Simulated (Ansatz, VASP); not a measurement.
**TaN in VASP and in Ansatz**

The input INCAR:

```
SYSTEM = TaN
PREC = Accurate
ENCUT = 520
EDIFF = 1E-6
ISMEAR = -1
SIGMA = 0.01
LREAL = .False.
LASPH = .True.
NELM = 60
ALGO = Normal
ISIF = 2
LWAVE = .False.
LCHARG = .False.
GGA = PS
NBANDS = 24
```

The input KPOINTS:

```
regular mesh
0
Gamma
  11 11 6
  0 0 0
```

The input POSCAR:

```
TaN
1.0
    3.0480019786      0.0152400099      0.0152400099
   -1.5108027536      2.6320271392      0.0055782308
    0.0245900000      0.0245900000      4.9180000000
Ta N
2 2
Direct
    0.0000000000      0.0000000000      0.0000000000
    0.0000000000      0.0000000000      0.5000000000
    0.3333333333      0.6666666667      0.2500000000
    0.6666666667      0.3333333333      0.7500000000
```

Input for Ansatz:

```yaml
crystal:
  lattice:
    - [3.0480019786, 0.0152400099, 0.0152400099]
    - [-1.5108027536, 2.6320271392, 0.0055782308]
    - [0.02459, 0.02459, 4.918]
  atoms:
    - { symbol: Ta, position: [0.0, 0.0, 0.0] }
    - { symbol: Ta, position: [0.0, 0.0, 0.5] }
    - { symbol: "N", position: [0.3333333333, 0.6666666667, 0.25] }
    - { symbol: "N", position: [0.6666666667, 0.3333333333, 0.75] }
kpoints:
  mp_grid: { grid: [11, 11, 6] }
  band_path:
    path:
      - [0.0, 0.0, 0.0]
      - [0.0, -0.5, 0.0]
      - [0.0, 0.0, 0.5]
      - [0.0, 0.0, 0.0]
      - [-0.5, 0.0, 0.0]
      - [-0.5, 0.5, -0.5]
      - [0.0, 0.0, 0.0]
      - [-0.5, 0.0, -0.5]
      - [-0.5, 0.5, 0.0]
    npoints: 5
scf:
  occupations: { method: fermi_dirac, width: 0.01 }
hamiltonian:
  xc: pbesol
  pseudopotentials: { kind: all_electron, lapw: { basis_error: 0.001 } }
output:
  forces: true
  stress: true
  eigenvalues: true
```

Change from the starting cell: equal xy, yz and zx shear strains of +1 %.

Alike in both runs: task single point; functional PBEsol; k mesh 11 × 11 × 6; occupations fermi-dirac, width 0.01 eV; no spin polarisation.

|  | VASP | Ansatz |
| --- | --- | --- |
| version | VASP 6.6.1 | Ansatz 0.2.0 |
| potentials or method | VASP PAW PBE potentials, release 64 (Ta_pv, N), cutoff 520 eV | all-electron LAPW, scalar-relativistic |

VASP gave:

```
pressure (GPa)                                                : 50.1
traceless stress, the component that is largest in VASP (GPa) : 54.58
rms of the force components (eV/Å)                            : 0.072
```

**Question.** What did Ansatz give for the same quantities?

**Answer.** Pressure (GPa): 47.9; traceless stress, the component that is largest in VASP (GPa): 53.75; rms of the force components (eV/Å): 0.070.

VASP's potentials were made for PBE, not for PBEsol. Atom by atom the forces differ by 0.002 eV/Å (rms over components). Both programs put the cell under a high pressure, so it lies far from rest at this level. Ansatz ran all-electron here, and VASP with PAW potentials.

Neither program's run includes spin-orbit coupling.
